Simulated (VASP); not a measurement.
# HfN (Imm2) in VASP: single point with LDA

Aim: the single point of HfN with LDA.

Program: VASP 6.6.1. These are calculated values, not measurements. Logs are shortened: lines on timing, memory, paths and dates and some standing lists are left out, and cuts for length are marked.

## (1) The cell of the first run

The structure is orthorhombic, space group Imm2 (No. 44). Conventional cell: a = 3.159 Å, b = 4.468 Å, c = 3.159 Å, α = 90.00°, β = 90.00°, γ = 90.00°. Within 2.8 Å of Hf (site symmetry mm2) lie 6 N at 2.14 to 2.33 Å. N (site symmetry mm2) has 6 Hf at 2.14 to 2.33 Å within 2.8 Å.

## (2) Single point, LDA (atoms displaced along a vibrational mode)

INCAR reads:

```
PREC = Accurate
ENCUT = 520
EDIFF = 1E-6
ISMEAR = 0
SIGMA = 0.15
LREAL = F
LASPH = T
NELM = 60
ALGO = Normal
ISIF = 2
LWAVE = F
LCHARG = F
NBANDS = 14
```

KPOINTS reads:

```
Automatic mesh
0
Gamma
  18 18 18
```

POSCAR reads:

```
HfN
1.0
    0.0000000000      2.2339756793      2.2339756793
    2.2339756793      0.0000000000      2.2339756793
    2.2339756793      2.2339756793      0.0000000000
Hf N
1 1
Direct
    0.0000000000      0.0031615509      0.0000000000
    0.5000000000      0.4597130798      0.5000000000
```

Potentials or basis: VASP PAW LDA potentials, release 64 (Hf_pv, N).

Launch:

```
cat potpaw_LDA.64/Hf_pv/POTCAR potpaw_LDA.64/N/POTCAR > POTCAR
mpirun -np 1 vasp_std > vasp.out
```

OUTCAR:

```text
PREC = Accurate
   ENCUT = 520
   EDIFF = 1E-6
   ISMEAR = 0
   LREAL = F
   LASPH = T
   NELM = 60
   ISIF = 2

 ion  position               nearest neighbor table
   1  0.000  0.003  0.000-   2 2.14   2 2.14   2 2.24   2 2.24   2 2.33   2 2.33
   2  0.500  0.460  0.500-   1 2.14   1 2.14   1 2.24   1 2.24   1 2.33   1 2.33

  LATTYP: Found a face centered cubic cell.
 ALAT       =     4.4679513586

  Lattice vectors:

 A1 = (   0.0000000000,   2.2339756793,   2.2339756793)
 A2 = (   2.2339756793,   0.0000000000,   2.2339756793)
 A3 = (   2.2339756793,   2.2339756793,   0.0000000000)

Analysis of symmetry for initial positions (statically):
=====================================================================
 Subroutine PRICEL returns:
 Original cell was already a primitive cell.

 Routine SETGRP: Setting up the symmetry group for a
 face centered cubic supercell.

 Subroutine GETGRP returns: Found  4 space group operations
 (whereof  4 operations were pure point group operations)
 out of a pool of 48 trial point group operations.

The static configuration has the point symmetry C_2v.

Analysis of symmetry for dynamics (positions and initial velocities):
=====================================================================
 Subroutine PRICEL returns:
 Original cell was already a primitive cell.

 Routine SETGRP: Setting up the symmetry group for a
 face centered cubic supercell.

 Subroutine GETGRP returns: Found  4 space group operations
 (whereof  4 operations were pure point group operations)
 out of a pool of 48 trial point group operations.

The dynamic configuration has the point symmetry C_2v.

 Subroutine INISYM returns: Found  4 space group operations
 (whereof  4 operations are pure point group operations),
 and found     1 'primitive' translations

----------------------------------------------------------------------------------------

                                     Primitive cell

  volume of cell :      22.2980

  direct lattice vectors                    reciprocal lattice vectors
     0.000000000  2.233975679  2.233975679    -0.223816224  0.223816224  0.223816224
     2.233975679  0.000000000  2.233975679     0.223816224 -0.223816224  0.223816224
     2.233975679  2.233975679  0.000000000     0.223816224  0.223816224 -0.223816224

  length of vectors
     3.159318704  3.159318704  3.159318704     0.387661071  0.387661071  0.387661071

  position of ions in fractional coordinates (direct lattice)
     0.000000000  0.003161551  0.000000000
     0.500000000  0.459713080  0.500000000

  ion indices of the primitive-cell ions
   primitive index   ion index
                 1           1
                 2           2

----------------------------------------------------------------------------------------

 KPOINTS: Automatic mesh

Automatic generation of k-mesh.
 Grid dimensions read from file:
 generate k-points for:   18   18   18

 Generating k-lattice:

  Cartesian coordinates                     Fractional coordinates (reciprocal lattice)
    -0.012434235  0.012434235  0.012434235     0.055555556  0.000000000  0.000000000
     0.012434235 -0.012434235  0.012434235     0.000000000  0.055555556  0.000000000
     0.012434235  0.012434235 -0.012434235     0.000000000  0.000000000  0.055555556

  Length of vectors
     0.021536726  0.021536726  0.021536726

  Shift w.r.t. Gamma in fractional coordinates (k-lattice)
     0.000000000  0.000000000  0.000000000

 Subroutine IBZKPT returns following result:
 ===========================================

 Found    865 irreducible k-points:

 Following reciprocal coordinates:
            Coordinates               Weight
  0.000000  0.000000  0.000000      1.000000
  0.055556  0.000000  0.000000      4.000000
  0.000000  0.055556  0.000000      4.000000
  0.111111  0.000000  0.000000      4.000000
  0.000000  0.111111  0.000000      4.000000
  0.166667  0.000000  0.000000      4.000000
[... 16 lines left out ...]
  0.000000  0.111111  0.055556      8.000000
  0.055556  0.000000  0.111111      4.000000
 [... further k-points ...]
   k-points           NKPTS =    865   k-points in BZ     NKDIM =    865   number of bands    NBANDS=     14
   number of dos      NEDOS =    301   number of ions     NIONS =      2
   total plane-waves  NPLWV =  13824
   dimension x,y,z NGX =    24 NGY =   24 NGZ =   24
   dimension x,y,z NGXF=    48 NGYF=   48 NGZF=   48
   ions per type =               1   1
   NGX,Y,Z   is equivalent  to a cutoff of  12.63, 12.63, 12.63 a.u.
   NGXF,Y,Z  is equivalent  to a cutoff of  25.26, 25.26, 25.26 a.u.
 SYSTEM =  unknown system
   PREC   = accura    normal or accurate (medium, high low for compatibility)
   ISTART =      0    job   : 0-new  1-cont  2-samecut
   ICHARG =      2    charge: 1-file 2-atom 10-const
   ISPIN  =      1    spin polarized calculation?
   LNONCOLLINEAR =      F non collinear calculations
   LSORBIT =      F    spin-orbit coupling
   LASPH  =      T    aspherical Exc in radial PAW
   ENCUT  =  520.0 eV  38.22 Ry    6.18 a.u.   5.87  5.87  5.87*2*pi/ulx,y,z
   NELM   =     60;   NELMIN=  2; NELMDL= -5     # of ELM steps
   EDIFF  = 0.1E-05   stopping-criterion for ELM
   LREAL  =      F    real-space projection
   EDIFFG = 0.1E-04   stopping-criterion for IOM
   NSW    =      0    number of steps for IOM
   IBRION =     -1    ionic relax: 0-MD 1-quasi-New 2-CG
   NFREE  =      0    steps in history (QN), initial steepest desc. (CG)
   ISIF   =      2    stress and relaxation
   ISYM   =      2    0-nonsym 1-usesym 2-fastsym
   POTIM  = 0.5000    time-step for ionic-motion
   TEBEG  =    0.0;   TEEND  =   0.0 temperature during run
   PSTRESS=    0.0 pullay stress
   NELECT =      15.0000    total number of electrons
   NUPDOWN=      -1.0000    fix difference up-down
   EMIN   =  10.00;   EMAX   =-10.00  energy-range for DOS
   EFERMI =   0.00;   METHOD = LEGACY
   ISMEAR =     0;   SIGMA  =   0.15  broadening in eV -4-tet -1-fermi 0-gaus
   EFERMI_NEDOS =   21; number of points for ismear=-14 and -15
   IALGO  =     38    algorithm
   IMIX   =      4    mixing-type and parameters
     AMIX     =   0.40;   BMIX     =  1.00
     AMIX_MAG =   1.60;   BMIX_MAG =  1.00
  volume/ion in A,a.u.               =      11.15        75.24
  Fermi-wavevector in a.u.,A,eV,Ry     =   1.434444  2.710705 27.995735  2.057628
  Thomas-Fermi vector in A             =   2.553851
   LORBIT       =      0    0 simple, 1 ext, 2 COOP (PROOUT), +10 PAW based schemes
   GGA     = CA    functional components
   LHFCALC =     F    Hartree Fock is set to
   AEXX    =    0.0000 exact exchange contribution
   IVDW    =     0    specifies the selected vdW correction
   LEPSILON=     F    determine dielectric tensor
   LRPA    =     F    only Hartree local field effects (RPA)
 non-spin polarized calculation
 Gauss-broadening in eV      SIGMA  =   0.15
  energy-cutoff  :      520.00
  volume of cell :       22.30
 maximum number of plane-waves:       620
   NGX = 11   NGY = 11   NGZ = 11

 number of electron      15.0000000 magnetization

 Free energy of the ion-electron system (eV)
  ---------------------------------------------------
  ext. energy  EPLUGINS =         0.00000000
  ---------------------------------------------------
  free energy    TOTEN  =       -23.75241724 eV

  energy without entropy =      -23.74547465  energy(sigma->0) =      -23.74894595

 E-fermi :   8.4819     XC(G=0): -13.1456

 val. band max:        8.4808043910   @ k =   0.0000   0.1111   0.0000
 cond. band min:       8.4858272619   @ k =   0.5000   0.2778   0.5000
 fundamental gap:      0.0050228709
 Fermi energy:         8.4818987893

 k-point     1 :       0.0000    0.0000    0.0000
  band No.  band energies     occupation
      1     -22.3021      2.00000
      2     -22.2893      2.00000
      3     -22.2783      2.00000
      4      -8.9272      2.00000
      5       5.1565      2.00000
      6       5.2044      2.00000
      7       5.2799      2.00000
      8       8.0907      1.99977
      9       8.4368      1.32924
     10       8.4709      1.08293
     11      10.6235      0.00000
     12      10.7739      0.00000
     13      10.8218      0.00000
     14      18.1808      0.00000

 k-point     2 :       0.0556    0.0000    0.0000
  band No.  band energies     occupation
      1     -22.3268      2.00000
      2     -22.3027      2.00000
      3     -22.2843      2.00000
      4      -8.8477      2.00000
      5       4.7276      2.00000
      6       5.0706      2.00000
      7       5.2937      2.00000
      8       8.0985      1.99970
      9       8.4129      1.48438
     10       8.5786      0.36194
     11      10.8915      0.00000
     12      10.9528      0.00000
     13      11.1638      0.00000
     14      18.4333      0.00000

 k-point     3 :       0.0000    0.0556    0.0000
  band No.  band energies     occupation
      1     -22.3348      2.00000
      2     -22.2923      2.00000
      3     -22.2861      2.00000
      4      -8.8487      2.00000
      5       4.7991      2.00000
      6       5.1017      2.00000
      7       5.1441      2.00000
      8       8.1943      1.99331
      9       8.4102      1.50121
     10       8.5635      0.44187
     11      10.8715      0.00000
     12      11.0404      0.00000
     13      11.0650      0.00000
     14      18.4362      0.00000
[... 324 lines left out ...]
 k-point    23 :       0.0000    0.1111    0.0556
  band No.  band energies     occupation
      1     -22.4133      2.00000
      2     -22.3123      2.00000
      3     -22.2990      2.00000
      4      -8.6492      2.00000
      5       4.0451      2.00000
      6       4.7765      2.00000
      7       4.9589      2.00000
      8       7.9744      2.00000
      9       8.8650      0.00030
     10       8.9146      0.00005
     11      11.0075      0.00000
     12      11.1728      0.00000
     13      12.3701      0.00000
     14      19.0799      0.00000

 k-point    24 :       0.0556    0.0000    0.1111
  band No.  band energies     occupation
      1     -22.4000      2.00000
      2     -22.3244      2.00000
      3     -22.3008      2.00000
      4      -8.6494      2.00000
      5       3.9776      2.00000
      6       4.7822      2.00000
      7       5.1122      2.00000
      8       7.9979      1.99999
      9       8.6801      0.06164
     10       8.8466      0.00058
     11      11.1000      0.00000
     12      11.2640      0.00000
     13      12.3200      0.00000
     14      19.0748      0.00000

 [... further k-points ...]

------------------------ aborting loop because EDIFF is reached ----------------------------------------

  FORCE on cell =-STRESS in cart. coord.  units (eV):
  Direction    XX          YY          ZZ          XY          YZ          ZX
  --------------------------------------------------------------------------------------
  -------------------------------------------------------------------------------------
  Total        0.4066922     -0.1509849      0.4066922      0.0000000      0.0000000     -0.1026132
  in kB       29.2220769    -10.8487279     29.2220769      0.0000000      0.0000000     -7.3730706
  external PRESSURE =      15.8651420 kB  Pullay stress =       0.0000000 kB

 VOLUME and BASIS-vectors are now :
 -----------------------------------------------------------------------------
  energy-cutoff  :      520.00
  volume of cell :       22.30
      direct lattice vectors                 reciprocal lattice vectors
     0.000000000  2.233975679  2.233975679    -0.223816224  0.223816224  0.223816224
     2.233975679  0.000000000  2.233975679     0.223816224 -0.223816224  0.223816224
     2.233975679  2.233975679  0.000000000     0.223816224  0.223816224 -0.223816224

 POSITION                                       TOTAL-FORCE (eV/Angst)
 -----------------------------------------------------------------------------------
      0.00706      0.00000      0.00706        -1.223859      0.000000     -1.223859
      2.14398      2.23398      2.14398         1.223859     -0.000000      1.223859
 -----------------------------------------------------------------------------------
    total drift:                                0.000217     -0.000000      0.000217

  FREE ENERGIE OF THE ION-ELECTRON SYSTEM (eV)
  ---------------------------------------------------
  free  energy   TOTEN  =       -23.7524172415 eV

  energy  without entropy=      -23.7454746486  energy(sigma->0) =      -23.74894595
```

It took 94 s on 1 thread of Intel Xeon Platinum 8488C (Sapphire Rapids), shared host; peak memory 0.37 GiB.

What came out:

- Free energy: -23.7524 eV
- Pressure: 1.6 GPa
- Largest force: 1.731 eV/Å
- Band gap on the k mesh: zero (an odd number of electrons rules out a gap without spin polarisation)

Forces on the atoms (eV/Å):
```
Hf  -1.224  0.000 -1.224
N    1.224  0.000  1.224
```

Stress tensor (GPa, compression positive):
```
 2.92  0.00 -0.74
 0.00 -1.08  0.00
-0.74  0.00  2.92
```

Caveat: the cell differs from its parent crystal (atoms displaced along a vibrational mode); spin-orbit coupling is left out, which moves the levels of the heavy elements; forces of over 1 eV/Å act on the atoms, so gaps and moduli don't describe the material at rest.
